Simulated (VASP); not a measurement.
Input of a VASP 6.6.1 run:

The input INCAR:

```
SYSTEM = Sb
PREC     = Accurate       ! precision mode
ENCUT    = 400            ! plane-wave cutoff, eV
EDIFF    = 1E-6           ! SCF threshold, eV
ISMEAR   = 0              ! smearing method
SIGMA    = 0.03           ! smearing width, eV
LREAL    = .False.        ! projectors in reciprocal space
LASPH    = .True.         ! aspherical terms in the spheres
NELM     = 120            ! most SCF steps
ALGO     = Normal         ! electronic algorithm
ISIF     = 2              ! what is computed and relaxed
LWAVE    = .False.        ! write WAVECAR
LCHARG   = .True.         ! write CHGCAR
LDIPOL   = .True.       
IDIPOL   = 3            
DIPOL    = 0.5 0.5 0.289
GGA      = PS             ! functional
LELF     = .True.         ! ELF
LVHAR    = .True.       
LVACPOTAV= .True.       
NBANDS   = 12             ! bands
GGA_COMPAT= .False.      
NELMDL   = -8
```

Contents of KPOINTS:

```
Automatic mesh
0
Gamma
  12 12 1
  0 0 0
```

The input POSCAR:

```
Sb
1.0
    4.0418344179      0.0000000000      0.0000000000
   -2.0209172089      3.5003312838      0.0000000000
    0.0000000000      0.0000000000     27.1000000030
Sb
2
Direct
    0.3333333333      0.6666666667      0.2585835373
    0.6666666667      0.3333333333      0.3189072375
```

Potentials or basis: VASP PAW PBE potentials, release 64 (Sb).

The run is started by

```bash
$ cat potpaw_PBE.64/Sb/POTCAR > POTCAR
$ mpirun -np 1 vasp_std > vasp.out
```

(1) What does it give for the band gap on the k mesh?

(2) Predict the largest force.

Results:

(1) 1.16 eV, indirect (least direct gap 1.66 eV).

(2) 0.120 eV/Å.

Caveat: the PAW data sets were made with another functional, which shifts forces and pressure a little; spin-orbit coupling is left out, which moves the levels of the heavy elements.
